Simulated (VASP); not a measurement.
## InP (zincblende type): single point with PBE

Crystal: InP (zincblende type).

```
In P
1.0
     0.00000    2.44152    2.44152
     2.44152    0.00000    2.44152
     2.44152    2.44152    0.00000
In P
1 1
Cartesian
  0.0000 0.0000 0.0000
  1.2208 1.2208 1.2208
```

```json
{
  "Program": "VASP 6.6.1",
  "Task": "single point",
  "Functional": "PBE",
  "Potentials or basis": "VASP PAW PBE potentials, release 64 (In_d, P)",
  "Cutoff": "520 eV",
  "k mesh": "11 × 11 × 11",
  "Occupations": "fermi-dirac, width 0.1 eV",
  "Spin": "no spin polarisation",
  "Dipole correction": "no",
  "k mesh for the DOS": "17 × 17 × 17",
  "Occupations for the DOS": "tetrahedron",
  "Further INCAR settings": "ALGO = Normal; EDIFF = 1e-07; NBANDS = 16"
}
```

* Valence electrons inside the program's atomic spheres: In 12.71; P 2.97

Levels at points of the mesh, in eV from the valence-band top:
```tsv
k point	band 6	band 7	band 8	band 9	band 10	band 11	band 12	band 13
(0.00, 0.00, 0.00)	-16.49	0.00	0.00	0.00	2.90	3.22	3.22	3.22
```

Run time: 44 s on 1 thread of Intel(R) Xeon(R) 6975P-C (Granite Rapids), with other jobs on the host, peak memory 0.2 GiB.

Caveat: spin-orbit coupling is left out, which moves the levels of the heavy elements.
